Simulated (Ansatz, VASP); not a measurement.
One calculation of SnTe, two programs

```
CELL_PARAMETERS angstrom
0.00000 3.15085 3.15085
3.15085 0.00000 3.15085
3.15085 3.15085 0.00000
ATOMIC_POSITIONS crystal
Te 0.50000 0.50000 0.50000
Sn 0.00000 0.00000 0.00000
```

Alike in both runs: task single point; functional PBE-based screened hybrid with a share of 0.3 of exact exchange and HFSCREEN = 0.2; k mesh 4 × 4 × 4; occupations fermi-dirac, width 0.05 eV; no spin polarisation.

```csv
,VASP,Ansatz
version,VASP 6.6.1,Ansatz 0.2.0
potentials or method,"VASP PAW PBE potentials, release 64 (Te, Sn_d)",Ansatz PAW
plane-wave cutoff (eV),520,420
valence electrons in the cell,20,30
```

|  | VASP | Ansatz | Ansatz less VASP |
| --- | --- | --- | --- |
| pressure (GPa) | 0.5 | 1.1 | +0.52 |

VASP's potentials were made for PBE, not for PBE-based screened hybrid. With one functional, cell and mesh, what is left measures potentials, basis and numerics. VASP's potentials hold 20 valence electrons a cell and Ansatz's 30, so a difference there can come from the potentials and not from the codes.

The k mesh is coarse, so the values compare programs but aren't converged. Neither program's run includes spin-orbit coupling.
